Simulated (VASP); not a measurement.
# Cr (P6_3/mmc) in VASP: relaxation of cell and atoms with PBE

Aim: the relaxation of cell and atoms of Cr with PBE.

Everything below comes from runs of VASP 6.6.1. Logs are shortened: lines on timing, memory, paths and dates and some standing lists are left out, and cuts for length are marked.

## Step 1: The cell of the first run

The structure is hexagonal, space group P6_3/mmc (No. 194). Conventional cell: a = 2.485 Å, b = 2.485 Å, c = 4.444 Å, α = 90.00°, β = 90.00°, γ = 120.00°. Within 3.3 Å of Cr (site symmetry -6m2) lie 12 Cr at 2.48 to 2.65 Å.

This isn't the form of Cr at room conditions, which is bcc.

## Step 2: Relaxation of cell and atoms, PBE, collinear spin, ferromagnetic start, target pressure 0.8 GPa, at which the enthalpy is minimised

Contents of INCAR:

```
PREC = Accurate
ENCUT = 600
EDIFF = 1E-6
ISMEAR = -1
SIGMA = 0.08
LREAL = False
LASPH = True
NELM = 150
ALGO = Normal
ISIF = 3
LWAVE = False
LCHARG = False
ISPIN = 2
MAGMOM = 2 2
LORBIT = 11
LMAXMIX = 4
GGA = PE
IBRION = 2
NSW = 32
EDIFFG = -0.005
PSTRESS = 8.0
```

Contents of KPOINTS:

```
Automatic mesh
0
Gamma
  17 17 9
```

Contents of POSCAR:

```
Cr
1.0
    2.4848336114      0.0000000000      0.0000000000
   -1.2424168057      2.1519290317      0.0000000000
    0.0000000000      0.0000000000      4.4444402539
Cr
2
Direct
    0.3333333333      0.6666666667      0.2500000000
    0.6666666667      0.3333333333      0.7500000000
```

Potentials or basis: VASP PAW PBE potentials, release 64 (Cr_pv).

Started as:

```console
cat potpaw_PBE.64/Cr_pv/POTCAR > POTCAR
mpirun -np 1 vasp_std > vasp.out
```

OUTCAR:

```text
PREC = Accurate
   ENCUT = 600
   EDIFF = 1E-6
   ISMEAR = -1
   LREAL = False
   LASPH = True
   NELM = 150
   ISIF = 3
   ISPIN = 2
   LORBIT = 11
   GGA = PE
   IBRION = 2
   NSW = 32
   EDIFFG = -0.005
   PSTRESS = 8.0

 ion  position               nearest neighbor table
   1  0.333  0.667  0.250-   2 2.65   2 2.65   2 2.65   2 2.65   2 2.65   2 2.65
   2  0.667  0.333  0.750-   1 2.65   1 2.65   1 2.65   1 2.65   1 2.65   1 2.65

  LATTYP: Found a hexagonal cell.
 ALAT       =     2.4848336114
 C/A-ratio  =     1.7886269058

  Lattice vectors:

 A1 = (   2.4848336114,   0.0000000000,   0.0000000000)
 A2 = (  -1.2424168057,   2.1519290317,   0.0000000000)
 A3 = (   0.0000000000,   0.0000000000,   4.4444402539)

Analysis of symmetry for initial positions (statically):
=====================================================================
 Subroutine PRICEL returns:
 Original cell was already a primitive cell.

 Routine SETGRP: Setting up the symmetry group for a
 hexagonal supercell.

 Subroutine GETGRP returns: Found 24 space group operations
 (whereof 12 operations were pure point group operations)
 out of a pool of 24 trial point group operations.

The static configuration has the point symmetry D_3d.
 The point group associated with its full space group is D_6h.

Analysis of symmetry for dynamics (positions and initial velocities):
=====================================================================
 Subroutine PRICEL returns:
 Original cell was already a primitive cell.

 Routine SETGRP: Setting up the symmetry group for a
 hexagonal supercell.

 Subroutine GETGRP returns: Found 24 space group operations
 (whereof 12 operations were pure point group operations)
 out of a pool of 24 trial point group operations.

The dynamic configuration has the point symmetry D_3d.
 The point group associated with its full space group is D_6h.

Analysis of structural, dynamic, and magnetic symmetry:
=====================================================================
 Subroutine PRICEL returns:
 Original cell was already a primitive cell.

 Routine SETGRP: Setting up the symmetry group for a
 hexagonal supercell.

 Subroutine GETGRP returns: Found 24 space group operations
 (whereof 12 operations were pure point group operations)
 out of a pool of 24 trial point group operations.

The overall configuration has the point symmetry D_3d.
 The point group associated with its full space group is D_6h.

 Subroutine INISYM returns: Found 24 space group operations
 (whereof 12 operations are pure point group operations),
 and found     1 'primitive' translations

----------------------------------------------------------------------------------------

                                     Primitive cell

  volume of cell :      23.7652

  direct lattice vectors                    reciprocal lattice vectors
     2.484833611  0.000000000  0.000000000     0.402441433  0.232349670  0.000000000
    -1.242416806  2.151929032  0.000000000     0.000000000  0.464699340  0.000000000
     0.000000000  0.000000000  4.444440254     0.000000000  0.000000000  0.225000212

  length of vectors
     2.484833611  2.484833611  4.444440254     0.464699340  0.464699340  0.225000212

  position of ions in fractional coordinates (direct lattice)
     0.333333333  0.666666667  0.250000000
     0.666666667  0.333333333  0.750000000

  ion indices of the primitive-cell ions
   primitive index   ion index
                 1           1
                 2           2

----------------------------------------------------------------------------------------

 KPOINTS: Automatic mesh

Automatic generation of k-mesh.
 Grid dimensions read from file:
 generate k-points for:   17   17    9

 Generating k-lattice:

  Cartesian coordinates                     Fractional coordinates (reciprocal lattice)
     0.023673025  0.013667628  0.000000000     0.058823529  0.000000000  0.000000000
     0.000000000  0.027335255  0.000000000     0.000000000  0.058823529  0.000000000
     0.000000000  0.000000000  0.025000024     0.000000000  0.000000000  0.111111111

  Length of vectors
     0.027335255  0.027335255  0.025000024

  Shift w.r.t. Gamma in fractional coordinates (k-lattice)
     0.000000000  0.000000000  0.000000000

 Subroutine IBZKPT returns following result:
 ===========================================

 Found    165 irreducible k-points:

 Following reciprocal coordinates:
            Coordinates               Weight
  0.000000  0.000000  0.000000      1.000000
  0.058824  0.000000  0.000000      6.000000
  0.117647  0.000000  0.000000      6.000000
  0.176471  0.000000  0.000000      6.000000
  0.235294  0.000000  0.000000      6.000000
  0.294118  0.000000  0.000000      6.000000
[... 16 lines left out ...]
  0.411765  0.117647  0.000000     12.000000
  0.176471  0.176471  0.000000      6.000000
 [... further k-points ...]
   k-points           NKPTS =    165   k-points in BZ     NKDIM =    165   number of bands    NBANDS=     18
   number of dos      NEDOS =    301   number of ions     NIONS =      2
   total plane-waves  NPLWV =  14400
   dimension x,y,z NGX =    20 NGY =   20 NGZ =   36
   dimension x,y,z NGXF=    40 NGYF=   40 NGZF=   72
   ions per type =               2
   NGX,Y,Z   is equivalent  to a cutoff of  13.38, 13.38, 13.47 a.u.
   NGXF,Y,Z  is equivalent  to a cutoff of  26.76, 26.76, 26.93 a.u.
 SYSTEM =  unknown system
   PREC   = accura    normal or accurate (medium, high low for compatibility)
   ISTART =      0    job   : 0-new  1-cont  2-samecut
   ICHARG =      2    charge: 1-file 2-atom 10-const
   ISPIN  =      2    spin polarized calculation?
   LNONCOLLINEAR =      F non collinear calculations
   LSORBIT =      F    spin-orbit coupling
   LASPH  =      T    aspherical Exc in radial PAW
   ENCUT  =  600.0 eV  44.10 Ry    6.64 a.u.   4.96  4.96  8.88*2*pi/ulx,y,z
   NELM   =    150;   NELMIN=  2; NELMDL= -5     # of ELM steps
   EDIFF  = 0.1E-05   stopping-criterion for ELM
   LREAL  =      F    real-space projection
   EDIFFG = -.5E-02   stopping-criterion for IOM
   NSW    =     32    number of steps for IOM
   IBRION =      2    ionic relax: 0-MD 1-quasi-New 2-CG
   NFREE  =      1    steps in history (QN), initial steepest desc. (CG)
   ISIF   =      3    stress and relaxation
   ISYM   =      2    0-nonsym 1-usesym 2-fastsym
   POTIM  = 0.5000    time-step for ionic-motion
   TEBEG  =    0.0;   TEEND  =   0.0 temperature during run
   PSTRESS=    8.0 pullay stress
   NELECT =      24.0000    total number of electrons
   NUPDOWN=      -1.0000    fix difference up-down
   EMIN   =  10.00;   EMAX   =-10.00  energy-range for DOS
   EFERMI =   0.00;   METHOD = LEGACY
   ISMEAR =    -1;   SIGMA  =   0.08  broadening in eV -4-tet -1-fermi 0-gaus
   EFERMI_NEDOS =   21; number of points for ismear=-14 and -15
   IALGO  =     38    algorithm
   IMIX   =      4    mixing-type and parameters
     AMIX     =   0.40;   BMIX     =  1.00
     AMIX_MAG =   1.60;   BMIX_MAG =  1.00
  volume/ion in A,a.u.               =      11.88        80.19
  Fermi-wavevector in a.u.,A,eV,Ry     =   1.642471  3.103821 36.704602  2.697712
  Thomas-Fermi vector in A             =   2.732768
   LORBIT       =     11    0 simple, 1 ext, 2 COOP (PROOUT), +10 PAW based schemes
   GGA     = PE    functional components
   LHFCALC =     F    Hartree Fock is set to
   AEXX    =    0.0000 exact exchange contribution
   IVDW    =     0    specifies the selected vdW correction
   LEPSILON=     F    determine dielectric tensor
   LRPA    =     F    only Hartree local field effects (RPA)
 conjugate gradient relaxation of ions
 spin polarized calculation
  energy-cutoff  :      600.00
  volume of cell :       23.77
 maximum number of plane-waves:       817
 NGX is ok and might be reduce to    20
   NGX =  9   NGY =  9   NGZ = 17

--------------------------------------- Ionic step        1  -------------------------------------------

 number of electron      24.0000019 magnetization       0.0112464

 number of electron      24.0000019 magnetization      -0.0002752

 Free energy of the ion-electron system (eV)
  ---------------------------------------------------
  ext. energy  EPLUGINS =         0.00000000
  ---------------------------------------------------
  free energy    TOTEN  =       -18.25733714 eV

  energy without entropy =      -18.19139829  energy(sigma->0) =      -18.22436772

------------------------ aborting loop because EDIFF is reached ----------------------------------------

  FORCE on cell =-STRESS in cart. coord.  units (eV):
  Direction    XX          YY          ZZ          XY          YZ          ZX
  --------------------------------------------------------------------------------------
  -------------------------------------------------------------------------------------
  Total        0.0351243      0.0351243      0.0523235      0.0000000     -0.0000000      0.0000000
  in kB        2.3679692      2.3679692      3.5274835      0.0000000     -0.0000000      0.0000000
  external PRESSURE =      -5.2455261 kB  Pullay stress =       8.0000000 kB
[... 105 lines left out ...]
--------------------------------------- Ionic step        4  -------------------------------------------

 number of electron      24.0000020 magnetization      -0.0000002

 number of electron      24.0000020 magnetization       0.0000011

 Free energy of the ion-electron system (eV)
  ---------------------------------------------------
  ext. energy  EPLUGINS =         0.00000000
  ---------------------------------------------------
  free energy    TOTEN  =       -18.25713466 eV

  energy without entropy =      -18.19140563  energy(sigma->0) =      -18.22427015

 E-fermi :  10.4489     XC(G=0): -13.4999

 val. band max:       10.4435766582   @ k =   0.4118   0.0588   0.1111
 cond. band min:      10.4505965519   @ k =   0.1765   0.1176   0.0000
 fundamental gap:      0.0070198936
 Fermi energy:        10.4488891280

 spin component 1

 k-point     1 :       0.0000    0.0000    0.0000
  band No.  band energies     occupation
      1     -32.8113      1.00000
      2     -32.1362      1.00000
      3     -31.9755      1.00000
      4     -31.9755      1.00000
      5     -31.9111      1.00000
      6     -31.9111      1.00000
[... 10 lines left out ...]
     17      12.6414      0.00000
     18      12.6414      0.00000
[... 468 lines left out ...]
      4     -32.1751      1.00000
      5     -32.1572      1.00000
      6     -32.0881      1.00000
[... 10 lines left out ...]
     17      12.7729      0.00000
     18      17.7158      0.00000

 [... further k-points ...]

 spin component 2

 k-point     1 :       0.0000    0.0000    0.0000
  band No.  band energies     occupation
      1     -32.8113      1.00000
      2     -32.1362      1.00000
      3     -31.9755      1.00000
      4     -31.9755      1.00000
      5     -31.9111      1.00000
      6     -31.9111      1.00000
[... 10 lines left out ...]
     17      12.6414      0.00000
     18      12.6414      0.00000
[... 512 lines left out ...]
  FREE ENERGIE OF THE ION-ELECTRON SYSTEM (eV)
  ---------------------------------------------------
  free  energy   TOTEN  =       -18.2571346598 eV

  energy  without entropy=      -18.1914056310  energy(sigma->0) =      -18.22427015

  enthalpy is  TOTEN    =       -18.1387409834 eV   P V=        0.1183936764

 reached required accuracy - stopping structural energy minimisation

 total charge

# of ion       s       p       d       tot
------------------------------------------
    1        0.443   6.374   4.216  11.033
    2        0.443   6.374   4.216  11.033
--------------------------------------------------
tot          0.885  12.747   8.433  22.065

 magnetization (x)

# of ion       s       p       d       tot
------------------------------------------
    1        0.000  -0.000  -0.000  -0.000
    2        0.000  -0.000  -0.000  -0.000
--------------------------------------------------
tot          0.000  -0.000  -0.000  -0.000
```

Wall time 4.5 min (1 thread of Intel Xeon Platinum 8488C (Sapphire Rapids), shared host); peak memory 0.24 GiB.

What came out:

- Free energy: -18.2571 eV
- Relaxed volume: 11.86 Å³/atom
- Relaxed cell: a = 2.483 Å, b = 2.483 Å, c = 4.442 Å, α = 90.00°, β = 90.00°, γ = 120.00°
- Space group after relaxing (to 0.1 Å): P6_3/mmc (No. 194)
- Energy change on relaxing (the run minimises the enthalpy): +0.1 meV/atom
- Ionic steps: 4
- Pressure after relaxing: 0.8 GPa
- Band gap on the k mesh: zero (filled and empty bands overlap)
- Net moment: 0.00 μB per cell
- Valence electrons inside the program's atomic spheres: Cr 11.03

The path:
| step | energy change (eV) | largest force (eV/Å) | pressure (GPa) | volume (Å³) |
| --- | --- | --- | --- | --- |
| 1 | 0.0000 | 0.0000 | 0.28 | 23.77 |
| 2 | 0.0008 | 0.0000 | 1.66 | 23.63 |
| 3 | 0.0002 | 0.0000 | 0.71 | 23.72 |
| 4 | 0.0002 | 0.0000 | 0.84 | 23.71 |

Final structure:
```
Cr
1.0
     2.48280    0.00000    0.00000
    -1.24140    2.15017    0.00000
     0.00000    0.00000    4.44155
Cr
2
Direct
  0.33333 0.66667 0.25000
  0.66667 0.33333 0.75000
```

Levels at points of the mesh, in eV from the Fermi level:
Spin up:
```csv
k point,band 9,band 10,band 11,band 12,band 13,band 14,band 15,band 16
"(0.00, 0.00, 0.00)",-1.22,-0.35,-0.35,-0.25,-0.02,-0.02,1.07,1.07
```
Spin down:
| k point | band 8 | band 9 | band 10 | band 11 | band 12 | band 13 | band 14 | band 15 | band 16 | band 17 |
| --- | --- | --- | --- | --- | --- | --- | --- | --- | --- | --- |
| (0.00, 0.00, 0.00) | -4.07 | -1.22 | -0.35 | -0.35 | -0.25 | -0.02 | -0.02 | 1.07 | 1.07 | 2.19 |

Caveat: the cell is relaxed towards a set pressure, so the run minimises the enthalpy, not the energy; the moments typed at the start vanished in this run.
